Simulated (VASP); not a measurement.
# MnPt (P4/mmm) in VASP: single point with LDA

Aim: the single point of MnPt with LDA.

Program: VASP 6.6.1. These are calculated values, not measurements. Logs are shortened: lines on timing, memory, paths and dates and some standing lists are left out, and cuts for length are marked.

### Step 1. The cell of the first run

It takes space group P4/mmm (No. 123, tetragonal). The conventional cell has a = 2.762 Å, b = 2.762 Å, c = 3.566 Å, α = 90.00°, β = 90.00°, γ = 90.00°. Mn (site symmetry 4/mmm) has 8 Pt at 2.64 Å and 6 Mn at 2.76 to 3.57 Å within 3.6 Å. Pt (site symmetry 4/mmm) has 8 Mn at 2.64 Å and 6 Pt at 2.76 to 3.57 Å within 3.6 Å.

### Step 2. Single point, LDA, collinear spin, ferromagnetic start

INCAR reads:

```
PREC     = Accurate       # precision mode
ENCUT    = 520            # plane-wave cutoff, eV
EDIFF    = 1E-6           # SCF threshold, eV
ISMEAR   = 0              # smearing method
SIGMA    = 0.05           # smearing width, eV
LREAL    = False          # projectors in reciprocal space
LASPH    = True           # aspherical terms in the spheres
NELM     = 150            # most SCF steps
ALGO     = Normal         # electronic algorithm
ISIF     = 2              # what is computed and relaxed
LWAVE    = False          # write WAVECAR
LCHARG   = True           # write CHGCAR
ISPIN    = 2              # spin polarisation
MAGMOM   = 3.5 3.5 0 0    # initial moments
LORBIT   = 11             # projections on sites
LMAXMIX  = 4              # l up to which the mixer works
LELF     = True           # ELF
LVHAR    = True         
NBANDS   = 35             # bands
```

KPOINTS reads:

```
regular mesh
0
Gamma
  8 8 12
```

POSCAR reads:

```
MnPt
1.0
    0.0000000000      2.7618001113     -3.5661764729
    0.0000000000      2.7618001113      3.5661764729
    2.7618001113      0.0000000000      0.0000000000
Mn Pt
2 2
Direct
    0.0000000000      0.0000000000      0.0000000000
    0.5000000000      0.5000000000      0.0000000000
    0.0000000000      0.5000000000      0.5000000000
    0.5000000000      1.0000000000      0.5000000000
```

Potentials or basis: VASP PAW LDA potentials, release 64 (Mn_pv, Pt).

Started as:

```console
$ cat potpaw_LDA.64/Mn_pv/POTCAR potpaw_LDA.64/Pt/POTCAR > POTCAR
$ mpirun -np 1 vasp_std > vasp.out
```

OUTCAR:

```text
PREC = Accurate
   ENCUT = 520
   EDIFF = 1E-6
   ISMEAR = 0
   LREAL = False
   LASPH = True
   NELM = 150
   ISIF = 2
   ISPIN = 2
   LORBIT = 11

 ion  position               nearest neighbor table
   1  0.000  0.000  0.000-   3 2.64   4 2.64   3 2.64   4 2.64   3 2.64   3 2.64   4 2.64   4 2.64
                             2 2.76   2 2.76
   2  0.500  0.500  0.000-   3 2.64   4 2.64   3 2.64   4 2.64   4 2.64   4 2.64   3 2.64   3 2.64
                             1 2.76   1 2.76
   3  0.000  0.500  0.500-   1 2.64   2 2.64   1 2.64   2 2.64   1 2.64   1 2.64   2 2.64   2 2.64
                             4 2.76   4 2.76
   4  0.500  0.000  0.500-   1 2.64   2 2.64   1 2.64   2 2.64   2 2.64   2 2.64   1 2.64   1 2.64
                             3 2.76   3 2.76

  LATTYP: Found a base centered orthorhombic cell.
 ALAT       =     5.5236002226
 B/A-ratio  =     1.2912507528
 C/A-ratio  =     0.5000000000

  Lattice vectors:

 A1 = (   0.0000000000,   2.7618001113,  -3.5661764729)
 A2 = (   0.0000000000,   2.7618001113,   3.5661764729)
 A3 = (   2.7618001113,   0.0000000000,   0.0000000000)

Analysis of symmetry for initial positions (statically):
=====================================================================
 Subroutine PRICEL returns following result:

  LATTYP: Found a simple tetragonal cell.
 ALAT       =     2.7618001113
 C/A-ratio  =     1.2912507528
[... 12 lines left out ...]
 Subroutine GETGRP returns: Found  8 space group operations
 (whereof  8 operations were pure point group operations)
 out of a pool of  8 trial point group operations.

The static configuration has the point symmetry D_2h.

Analysis of symmetry for dynamics (positions and initial velocities):
=====================================================================
 Subroutine PRICEL returns following result:

  LATTYP: Found a simple tetragonal cell.
 ALAT       =     2.7618001113
 C/A-ratio  =     1.2912507528
[... 12 lines left out ...]
 Subroutine GETGRP returns: Found  8 space group operations
 (whereof  8 operations were pure point group operations)
 out of a pool of  8 trial point group operations.

The dynamic configuration has the point symmetry D_2h.

Analysis of structural, dynamic, and magnetic symmetry:
=====================================================================
 Subroutine PRICEL returns following result:

  LATTYP: Found a simple tetragonal cell.
 ALAT       =     2.7618001113
 C/A-ratio  =     1.2912507528
[... 12 lines left out ...]
 Subroutine GETGRP returns: Found  8 space group operations
 (whereof  8 operations were pure point group operations)
 out of a pool of  8 trial point group operations.

The overall configuration has the point symmetry D_2h.

 Subroutine INISYM returns: Found  8 space group operations
 (whereof  8 operations are pure point group operations),
 and found     2 'primitive' translations

----------------------------------------------------------------------------------------

                                     Primitive cell

  volume of cell :      27.2012

  direct lattice vectors                    reciprocal lattice vectors
     0.000000000 -2.761800111  0.000000000     0.000000000 -0.362082685  0.000000000
     2.761800111  0.000000000  0.000000000     0.362082685  0.000000000  0.000000000
     0.000000000  0.000000000  3.566176473     0.000000000  0.000000000  0.280412371

  length of vectors
     2.761800111  2.761800111  3.566176473     0.362082685  0.362082685  0.280412371

  position of ions in fractional coordinates (direct lattice)
     0.000000000  0.000000000  0.000000000
     0.500000000  0.500000000  0.500000000

  ion indices of the primitive-cell ions
   primitive index   ion index
                 1           1
                 2           3

----------------------------------------------------------------------------------------

 KPOINTS: regular mesh

Automatic generation of k-mesh.
 Grid dimensions read from file:
 generate k-points for:    8    8   12

 Generating k-lattice:

  Cartesian coordinates                     Fractional coordinates (reciprocal lattice)
     0.000000000  0.022630168 -0.017525773     0.125000000  0.000000000  0.000000000
     0.000000000  0.022630168  0.017525773     0.000000000  0.125000000  0.000000000
     0.030173557  0.000000000  0.000000000     0.000000000  0.000000000  0.083333333

  Length of vectors
     0.028623019  0.028623019  0.030173557

  Shift w.r.t. Gamma in fractional coordinates (k-lattice)
     0.000000000  0.000000000  0.000000000

 Subroutine IBZKPT returns following result:
 ===========================================

 Found    147 irreducible k-points:

 Following reciprocal coordinates:
            Coordinates               Weight
  0.000000  0.000000  0.000000      1.000000
  0.125000  0.000000  0.000000      4.000000
  0.250000  0.000000  0.000000      4.000000
  0.375000  0.000000  0.000000      4.000000
  0.500000  0.000000  0.000000      2.000000
  0.125000  0.125000  0.000000      2.000000
[... 16 lines left out ...]
  0.125000  0.000000  0.083333      8.000000
  0.250000  0.000000  0.083333      8.000000
 [... further k-points ...]
   k-points           NKPTS =    147   k-points in BZ     NKDIM =    147   number of bands    NBANDS=     35
   number of dos      NEDOS =    301   number of ions     NIONS =      4
   total plane-waves  NPLWV =  31104
   dimension x,y,z NGX =    36 NGY =   36 NGZ =   24
   dimension x,y,z NGXF=    72 NGYF=   72 NGZF=   48
   ions per type =               2   2
   NGX,Y,Z   is equivalent  to a cutoff of  13.27, 13.27, 14.45 a.u.
   NGXF,Y,Z  is equivalent  to a cutoff of  26.54, 26.54, 28.89 a.u.
 SYSTEM =  unknown system
   PREC   = accura    normal or accurate (medium, high low for compatibility)
   ISTART =      0    job   : 0-new  1-cont  2-samecut
   ICHARG =      2    charge: 1-file 2-atom 10-const
   ISPIN  =      2    spin polarized calculation?
   LNONCOLLINEAR =      F non collinear calculations
   LSORBIT =      F    spin-orbit coupling
   LASPH  =      T    aspherical Exc in radial PAW
   ENCUT  =  520.0 eV  38.22 Ry    6.18 a.u.   8.39  8.39  5.14*2*pi/ulx,y,z
   NELM   =    150;   NELMIN=  2; NELMDL= -5     # of ELM steps
   EDIFF  = 0.1E-05   stopping-criterion for ELM
   LREAL  =      F    real-space projection
   EDIFFG = 0.1E-04   stopping-criterion for IOM
   NSW    =      0    number of steps for IOM
   IBRION =     -1    ionic relax: 0-MD 1-quasi-New 2-CG
   NFREE  =      0    steps in history (QN), initial steepest desc. (CG)
   ISIF   =      2    stress and relaxation
   ISYM   =      2    0-nonsym 1-usesym 2-fastsym
   POTIM  = 0.5000    time-step for ionic-motion
   TEBEG  =    0.0;   TEEND  =   0.0 temperature during run
   PSTRESS=    0.0 pullay stress
   NELECT =      46.0000    total number of electrons
   NUPDOWN=      -1.0000    fix difference up-down
   EMIN   =  10.00;   EMAX   =-10.00  energy-range for DOS
   EFERMI =   0.00;   METHOD = LEGACY
   ISMEAR =     0;   SIGMA  =   0.05  broadening in eV -4-tet -1-fermi 0-gaus
   EFERMI_NEDOS =   21; number of points for ismear=-14 and -15
   IALGO  =     38    algorithm
   IMIX   =      4    mixing-type and parameters
     AMIX     =   0.40;   BMIX     =  1.00
     AMIX_MAG =   1.60;   BMIX_MAG =  1.00
  volume/ion in A,a.u.               =      13.60        91.78
  Fermi-wavevector in a.u.,A,eV,Ry     =   1.548062  2.925413 32.606305  2.396496
  Thomas-Fermi vector in A             =   2.653066
   LORBIT       =     11    0 simple, 1 ext, 2 COOP (PROOUT), +10 PAW based schemes
   GGA     = CA    functional components
   LHFCALC =     F    Hartree Fock is set to
   AEXX    =    0.0000 exact exchange contribution
   IVDW    =     0    specifies the selected vdW correction
   LEPSILON=     F    determine dielectric tensor
   LRPA    =     F    only Hartree local field effects (RPA)
 spin polarized calculation
 Gauss-broadening in eV      SIGMA  =   0.05
  energy-cutoff  :      520.00
  volume of cell :       54.40
 maximum number of plane-waves:      1488
 NGX is ok and might be reduce to    36
   NGX = 17   NGY = 17   NGZ = 11

 number of electron      45.9999966 magnetization       6.9246272

 Free energy of the ion-electron system (eV)
  ---------------------------------------------------
  ext. energy  EPLUGINS =         0.00000000
  ---------------------------------------------------
  free energy    TOTEN  =       -35.36661287 eV

  energy without entropy =      -35.35977261  energy(sigma->0) =      -35.36319274

 E-fermi :  10.4848     XC(G=0): -13.6264

 val. band max:       10.4846987383   @ k =   0.5000   0.0000   0.5000
 cond. band min:      10.4856497776   @ k =  -0.2500   0.1250   0.2500
 fundamental gap:      0.0009510394
 Fermi energy:        10.4847631094

 spin component 1

 k-point     1 :       0.0000    0.0000    0.0000
  band No.  band energies     occupation
      1     -38.4700      1.00000
      2     -38.4697      1.00000
      3     -38.4634      1.00000
      4     -38.3337      1.00000
      5     -38.3333      1.00000
      6     -38.3220      1.00000
[... 901 lines left out ...]
     34      21.5606      0.00000
     35      23.3689      0.00000

 [... further k-points ...]

 spin component 2

 k-point     1 :       0.0000    0.0000    0.0000
  band No.  band energies     occupation
      1     -35.4384      1.00000
      2     -35.4314      1.00000
      3     -35.4305      1.00000
      4     -35.2831      1.00000
      5     -35.2756      1.00000
      6     -35.2700      1.00000
[... 901 lines left out ...]
     34      22.1751      0.00000
     35      24.2470      0.00000

 [... further k-points ...]

------------------------ aborting loop because EDIFF is reached ----------------------------------------

  FORCE on cell =-STRESS in cart. coord.  units (eV):
  Direction    XX          YY          ZZ          XY          YZ          ZX
  --------------------------------------------------------------------------------------
  -------------------------------------------------------------------------------------
  Total       -0.8945483     -0.7291815     -0.2261073      0.0000000      0.0000000      0.0000000
  in kB      -26.3449305    -21.4747897     -6.6589819      0.0000000      0.0000000      0.0000000
  external PRESSURE =     -18.1595674 kB  Pullay stress =       0.0000000 kB

 VOLUME and BASIS-vectors are now :
 -----------------------------------------------------------------------------
  energy-cutoff  :      520.00
  volume of cell :       54.40
      direct lattice vectors                 reciprocal lattice vectors
     0.000000000  2.761800111 -3.566176473     0.000000000  0.181041343 -0.140206185
     0.000000000  2.761800111  3.566176473     0.000000000  0.181041343  0.140206185
     2.761800111  0.000000000  0.000000000     0.362082685  0.000000000  0.000000000

 POSITION                                       TOTAL-FORCE (eV/Angst)
 -----------------------------------------------------------------------------------
      0.00000      0.00000      0.00000        -0.000000      0.000000     -0.000000
      0.00000      2.76180      0.00000         0.000000     -0.000000     -0.000000
      1.38090      1.38090      1.78309        -0.000000      0.000000      0.000000
      1.38090      1.38090     -1.78309        -0.000000      0.000000      0.000000
 -----------------------------------------------------------------------------------
    total drift:                                0.000000      0.000000      0.000000

  FREE ENERGIE OF THE ION-ELECTRON SYSTEM (eV)
  ---------------------------------------------------
  free  energy   TOTEN  =       -35.3666128709 eV

  energy  without entropy=      -35.3597726051  energy(sigma->0) =      -35.36319274

 total charge

# of ion       s       p       d       tot
------------------------------------------
    1        0.331   6.297   5.047  11.676
    2        0.331   6.297   5.047  11.676
    3        0.741   0.700   8.059   9.501
    4        0.741   0.700   8.059   9.501
--------------------------------------------------
tot          2.145  13.994  26.214  42.353

 magnetization (x)

# of ion       s       p       d       tot
------------------------------------------
    1        0.007   0.014   3.062   3.083
    2        0.007   0.014   3.062   3.083
    3       -0.027  -0.031   0.314   0.256
    4       -0.027  -0.031   0.314   0.256
--------------------------------------------------
tot         -0.039  -0.035   6.752   6.678
```

It took 12 min on 1 thread of Oxide Virtual Turin-like, shared host; peak memory 0.44 GiB.

Results:

```
Free energy                                           : -35.3666 eV
Pressure                                              : -1.8 GPa
Net moment                                            : 6.92 μB per cell
Site moments                                          : Mn +3.08; Pt +0.26 μB
Valence electrons inside the program's atomic spheres : Mn 11.68; Pt 9.50
```

Stress tensor (GPa, compression positive):
```
-2.63  0.00  0.00
 0.00 -2.15  0.00
 0.00  0.00 -0.67
```

Levels at points of the mesh, in eV from the Fermi level:
Spin up:
| k point | band 23 | band 24 | band 25 | band 26 | band 27 | band 28 | band 29 | band 30 |
| --- | --- | --- | --- | --- | --- | --- | --- | --- |
| (0.00, 0.00, 0.00) | -0.41 | -0.25 | -0.12 | 0.08 | 0.17 | 0.28 | 0.29 | 3.13 |
| (0.50, 0.00, 0.00) | -1.20 | -1.20 | -1.11 | -1.11 | 0.12 | 0.12 | 3.23 | 3.23 |
| (0.50, 0.50, 0.00) | -1.56 | -1.52 | -1.51 | -1.25 | -1.24 | -0.87 | 0.88 | 1.57 |
| (0.00, 0.00, 0.50) | -1.27 | -1.25 | -0.24 | 0.12 | 0.89 | 1.57 | 7.17 | 7.17 |
| (0.50, 0.00, 0.50) | -0.22 | -0.22 | 0.00 | 0.00 | 2.57 | 2.57 | 2.60 | 2.60 |
| (0.50, 0.50, 0.50) | -0.11 | 0.08 | 0.11 | 0.17 | 0.48 | 0.48 | 1.18 | 1.18 |
Spin down:
| k point | band 17 | band 18 | band 19 | band 20 | band 21 | band 22 |
| --- | --- | --- | --- | --- | --- | --- |
| (0.00, 0.00, 0.00) | -1.28 | -0.29 | -0.16 | -0.07 | 0.27 | 0.74 |
| (0.50, 0.00, 0.00) | -2.10 | -2.10 | -0.52 | -0.52 | 0.04 | 0.04 |
| (0.50, 0.50, 0.00) | -2.33 | -1.81 | -1.06 | -0.93 | -0.71 | -0.53 |
| (0.00, 0.00, 0.50) | -1.63 | -1.23 | -1.23 | -0.71 | -0.53 | 0.38 |
| (0.50, 0.00, 0.50) | -0.94 | -0.94 | 0.07 | 0.07 | 1.04 | 1.04 |
| (0.50, 0.50, 0.50) | -0.16 | 0.28 | 0.37 | 0.73 | 1.32 | 1.62 |

Caveat: spin-orbit coupling is left out, which moves the levels of the heavy elements.
